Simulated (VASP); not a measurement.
# Al2BiSb (P-4m2) in VASP: single point with PBE

Aim: the single point of Al2BiSb with PBE.

Program: VASP 6.6.1. These are calculated values, not measurements. Logs are shortened: lines on timing, memory, paths and dates and some standing lists are left out, and cuts for length are marked.

## 1. The cell of the first run

The structure is tetragonal, space group P-4m2 (No. 115). Conventional cell: a = 4.435 Å, b = 4.435 Å, c = 6.261 Å, α = 90.00°, β = 90.00°, γ = 90.00°. Within 3.5 Å of Sb (site symmetry -4m2) lie 4 Al at 2.69 Å. Al (site symmetry 2mm) has 2 Sb at 2.69 Å and 2 Bi at 2.74 Å within 3.5 Å. Within 3.6 Å of Bi (site symmetry -4m2) lie 4 Al at 2.74 Å.

## 2. Single point, PBE, non-collinear spin, zero start, spin-orbit coupling

INCAR

```
SYSTEM = Al2BiSb
  PREC = Accurate
  ENCUT = 500
  EDIFF = 1E-6
  ISMEAR = -1
  SIGMA = 0.02
  LREAL = .FALSE.
  LASPH = .TRUE.
  NELM = 200
  ALGO = Normal
  ISIF = 2
  LWAVE = .FALSE.
  LCHARG = .FALSE.
  MAGMOM = 0 0 0 0 0 0 0 0 0 0 0 0
  LORBIT = 11
  LSORBIT = .TRUE.
  GGA_COMPAT = .FALSE.
  LORBMOM = .TRUE.
  GGA = PE
  NBANDS = 50
```

KPOINTS

```
regular mesh
0
G
  6 6 4
  0 0 0
```

POSCAR

```
Al2BiSb
1.0
    4.4350566628      0.0000000000      0.0000000000
    0.0000000000      4.4350566628      0.0000000000
    0.0000000000      0.0000000000      6.2613654801
Sb Al Bi
1 2 1
Direct
    0.0000000000      0.0000000000      0.0000000000
    0.0000000000      0.5000000000      0.7565880018
    0.5000000000      0.0000000000      0.2434119982
    0.5000000000      0.5000000000      0.5000000000
```

Potentials or basis: VASP PAW PBE potentials, release 64 (Sb_d_GW, Al, Bi_d).

On the command line:

```sh
$ cat potpaw_PBE.64/Sb_d_GW/POTCAR potpaw_PBE.64/Al/POTCAR potpaw_PBE.64/Bi_d/POTCAR > POTCAR
$ mpirun -np 1 vasp_ncl > vasp.out
```

OUTCAR:

```text
SYSTEM = Al2BiSb
   PREC = Accurate
   ENCUT = 500
   EDIFF = 1E-6
   ISMEAR = -1
   LREAL = .FALSE.
   LASPH = .TRUE.
   NELM = 200
   ISIF = 2
   LORBIT = 11
   LSORBIT = .TRUE.
   GGA = PE

 ion  position               nearest neighbor table
   1  0.000  0.000  0.000-   2 2.69   3 2.69   2 2.69   3 2.69
   2  0.000  0.500  0.757-   1 2.69   1 2.69   4 2.74   4 2.74
   3  0.500  0.000  0.243-   1 2.69   1 2.69   4 2.74   4 2.74
   4  0.500  0.500  0.500-   2 2.74   3 2.74   3 2.74   2 2.74

  LATTYP: Found a simple tetragonal cell.
 ALAT       =     4.4350566628
 C/A-ratio  =     1.4117892862

  Lattice vectors:

 A1 = (   4.4350566628,   0.0000000000,   0.0000000000)
 A2 = (   0.0000000000,   4.4350566628,   0.0000000000)
 A3 = (   0.0000000000,   0.0000000000,   6.2613654801)

Analysis of symmetry for initial positions (statically):
=====================================================================
 Subroutine PRICEL returns:
 Original cell was already a primitive cell.

 Routine SETGRP: Setting up the symmetry group for a
 simple tetragonal supercell.

 Subroutine GETGRP returns: Found  8 space group operations
 (whereof  8 operations were pure point group operations)
 out of a pool of 16 trial point group operations.

The static configuration has the point symmetry D_2d.

Analysis of symmetry for dynamics (positions and initial velocities):
=====================================================================
 Subroutine PRICEL returns:
 Original cell was already a primitive cell.

 Routine SETGRP: Setting up the symmetry group for a
 simple tetragonal supercell.

 Subroutine GETGRP returns: Found  8 space group operations
 (whereof  8 operations were pure point group operations)
 out of a pool of 16 trial point group operations.

The dynamic configuration has the point symmetry D_2d.

Analysis of structural, dynamic, and magnetic symmetry:
=====================================================================
 Subroutine PRICEL returns:
 Original cell was already a primitive cell.

 Routine SETGRP: Setting up the symmetry group for a
 simple tetragonal supercell.

 Subroutine GETGRP returns: Found  8 space group operations
 (whereof  8 operations were pure point group operations)
 out of a pool of 16 trial point group operations.

The overall configuration has the point symmetry D_2d.

 Subroutine INISYM returns: Found  8 space group operations
 (whereof  8 operations are pure point group operations),
 and found     1 'primitive' translations

----------------------------------------------------------------------------------------

                                     Primitive cell

  volume of cell :     123.1594

  direct lattice vectors                    reciprocal lattice vectors
     4.435056663  0.000000000  0.000000000     0.225476262  0.000000000  0.000000000
     0.000000000  4.435056663  0.000000000     0.000000000  0.225476262  0.000000000
     0.000000000  0.000000000  6.261365480     0.000000000  0.000000000  0.159709572

  length of vectors
     4.435056663  4.435056663  6.261365480     0.225476262  0.225476262  0.159709572

  position of ions in fractional coordinates (direct lattice)
     0.000000000  0.000000000  0.000000000
     0.000000000  0.500000000  0.756588002
     0.500000000  0.000000000  0.243411998
     0.500000000  0.500000000  0.500000000

  ion indices of the primitive-cell ions
   primitive index   ion index
[... 122 lines left out ...]
  ext. energy  EPLUGINS =         0.00000000
  ---------------------------------------------------
  free energy    TOTEN  =       -16.54887391 eV

  energy without entropy =      -16.54869859  energy(sigma->0) =      -16.54878625

 E-fermi :   4.6426     XC(G=0):  -8.6772

 val. band max:        4.5940349358   @ k =   0.0000   0.0000   0.0000
 cond. band min:       4.6889497129   @ k =   0.0000   0.0000   0.0000
 fundamental gap:      0.0949147771
 Fermi energy:         4.6425500160

 k-point     1 :       0.0000    0.0000    0.0000
  band No.  band energies     occupation
      1     -24.9242      1.00000
      2     -24.9242      1.00000
      3     -24.9229      1.00000
      4     -24.9229      1.00000
      5     -23.6932      1.00000
      6     -23.6932      1.00000
[... 1213 lines left out ...]
     47       9.8535      0.00000
     48       9.8681      0.00000

 [... further k-points ...]

 [bands above 48 left out]

------------------------ aborting loop because EDIFF is reached ----------------------------------------

  FORCE on cell =-STRESS in cart. coord.  units (eV):
  Direction    XX          YY          ZZ          XY          YZ          ZX
  --------------------------------------------------------------------------------------
  -------------------------------------------------------------------------------------
  Total        1.0079013      1.0079013      1.0120084      0.0000000      0.0000000      0.0000000
  in kB       13.1117657     13.1117657     13.1651953      0.0000000      0.0000000      0.0000000
  external PRESSURE =      13.1295756 kB  Pullay stress =       0.0000000 kB

 VOLUME and BASIS-vectors are now :
 -----------------------------------------------------------------------------
  energy-cutoff  :      500.00
  volume of cell :      123.16
      direct lattice vectors                 reciprocal lattice vectors
     4.435056663  0.000000000  0.000000000     0.225476262  0.000000000  0.000000000
     0.000000000  4.435056663  0.000000000     0.000000000  0.225476262  0.000000000
     0.000000000  0.000000000  6.261365480     0.000000000  0.000000000  0.159709572

 POSITION                                       TOTAL-FORCE (eV/Angst)
 -----------------------------------------------------------------------------------
      0.00000      0.00000      0.00000        -0.000000      0.000000      0.000000
      0.00000      2.21753      4.73727         0.000000     -0.000000      0.030075
      2.21753      0.00000      1.52409         0.000000      0.000000     -0.030075
      2.21753      2.21753      3.13068         0.000000      0.000000      0.000000
 -----------------------------------------------------------------------------------
    total drift:                                0.000000     -0.000000     -0.000000

  FREE ENERGIE OF THE ION-ELECTRON SYSTEM (eV)
  ---------------------------------------------------
  free  energy   TOTEN  =       -16.5488739123 eV

  energy  without entropy=      -16.5486985891  energy(sigma->0) =      -16.54878625

 orbital moment (x)

 # of ion     p       d       f       tot
 ------------------------------------------------
  1        -0.000   0.000   0.000   0.000
  2         0.000   0.000   0.000   0.000
  3         0.000   0.000   0.000   0.000
  4         0.000  -0.000   0.000  -0.000
 ------------------------------------------------
           -0.000  -0.000   0.000  -0.000

 orbital moment (y)

 # of ion     p       d       f       tot
 ------------------------------------------------
  1        -0.000   0.000   0.000   0.000
  2         0.000   0.000   0.000   0.000
  3         0.000   0.000   0.000   0.000
  4        -0.000   0.000   0.000  -0.000
 ------------------------------------------------
            0.000   0.000   0.000   0.000

 orbital moment (z)

 # of ion     p       d       f       tot
 ------------------------------------------------
  1         0.000   0.000  -0.000   0.000
  2        -0.000   0.000   0.000  -0.000
  3        -0.000   0.000   0.000  -0.000
  4         0.000   0.000   0.000   0.000
 ------------------------------------------------
           -0.000   0.000  -0.000   0.000

 Spin-Orbit-Coupling matrix elements

 Ion:    1  E_soc:     -0.2353549
 l=   1
     0.0000000    -0.0251037    -0.0250531
    -0.0251037     0.0000000    -0.0251037
    -0.0250531    -0.0251037     0.0000000
 l=   2
     0.0000000    -0.0028234     0.0000000    -0.0028234    -0.0112868
    -0.0028234     0.0000000    -0.0084677    -0.0028467    -0.0028505
     0.0000000    -0.0084677     0.0000000    -0.0084677     0.0000000
    -0.0028234    -0.0028467    -0.0084677     0.0000000    -0.0028505
    -0.0112868    -0.0028505     0.0000000    -0.0028505     0.0000000
 l=   3
     0.0000000    -0.0000000     0.0000000     0.0000000     0.0000000    -0.0000000    -0.0000000
    -0.0000000     0.0000000    -0.0000000     0.0000000    -0.0000000    -0.0000000    -0.0000000
     0.0000000    -0.0000000     0.0000000    -0.0000000    -0.0000000    -0.0000000     0.0000000
     0.0000000     0.0000000    -0.0000000     0.0000000    -0.0000000     0.0000000     0.0000000
[... 49 lines left out ...]
 l=   2
     0.0000000    -0.0134310     0.0000000    -0.0134310    -0.0537499
    -0.0134310     0.0000000    -0.0403460    -0.0138890    -0.0138729
     0.0000000    -0.0403460     0.0000000    -0.0403460     0.0000000
    -0.0134310    -0.0138890    -0.0403460     0.0000000    -0.0138729
    -0.0537499    -0.0138729     0.0000000    -0.0138729     0.0000000
 l=   3
     0.0000000     0.0000000     0.0000000     0.0000000     0.0000000     0.0000000     0.0000000
     0.0000000     0.0000000     0.0000000     0.0000000     0.0000000     0.0000000     0.0000000
     0.0000000     0.0000000     0.0000000     0.0000000     0.0000000     0.0000000     0.0000000
     0.0000000     0.0000000     0.0000000     0.0000000     0.0000000     0.0000000     0.0000000
     0.0000000     0.0000000     0.0000000     0.0000000     0.0000000     0.0000000     0.0000000
     0.0000000     0.0000000     0.0000000     0.0000000     0.0000000     0.0000000     0.0000000
     0.0000000     0.0000000     0.0000000     0.0000000     0.0000000     0.0000000     0.0000000

 total charge

# of ion       s       p       d       f       tot
--------------------------------------------------
    1        1.225   1.643   9.976   0.005  12.849
    2        0.427   0.338   0.000   0.000   0.765
    3        0.427   0.338   0.000   0.000   0.765
    4        1.429   1.699   9.901   0.000  13.029
--------------------------------------------------
tot          3.509   4.018  19.877   0.005  27.408

 magnetization (x)

# of ion       s       p       d       f       tot
--------------------------------------------------
    1        0.000   0.000   0.000   0.000   0.000
    2        0.000   0.000   0.000   0.000   0.000
    3        0.000   0.000   0.000   0.000   0.000
    4        0.000   0.000   0.000   0.000   0.000
--------------------------------------------------
tot          0.000   0.000   0.000   0.000   0.000

 magnetization (y)

# of ion       s       p       d       f       tot
--------------------------------------------------
    1        0.000  -0.000   0.000   0.000  -0.000
    2        0.000   0.000   0.000   0.000   0.000
    3        0.000   0.000   0.000   0.000   0.000
    4        0.000   0.000   0.000   0.000   0.000
--------------------------------------------------
tot          0.000  -0.000   0.000   0.000  -0.000

 magnetization (z)

# of ion       s       p       d       f       tot
--------------------------------------------------
    1        0.000  -0.000   0.000   0.000  -0.000
    2       -0.000   0.000   0.000   0.000  -0.000
    3       -0.000   0.000   0.000   0.000  -0.000
    4       -0.000   0.000   0.000   0.000  -0.000
--------------------------------------------------
tot         -0.000  -0.000   0.000   0.000  -0.000
```

Wall time 4.5 min (1 thread of Intel Xeon Platinum 8488C (Sapphire Rapids), shared host); peak memory 0.62 GiB.

Results:

| Quantity | Value |
| --- | --- |
| Free energy | -16.5489 eV |
| Pressure | 1.3 GPa |
| Largest force | 0.030 eV/Å |
| Net moment | 0.00 μB per cell |
| Valence electrons inside the program's atomic spheres | Sb 12.85; Al 0.77; Bi 13.03 |

Forces on the atoms (eV/Å):
```
Sb   0.000  0.000  0.000
Al   0.000  0.000  0.030
Al   0.000  0.000 -0.030
Bi   0.000  0.000  0.000
```

Moments on the atoms (μB; x, y, z):
```
Sb  0.00 0.00 0.00
Al  0.00 0.00 0.00
Al  0.00 0.00 0.00
Bi  0.00 0.00 0.00
```
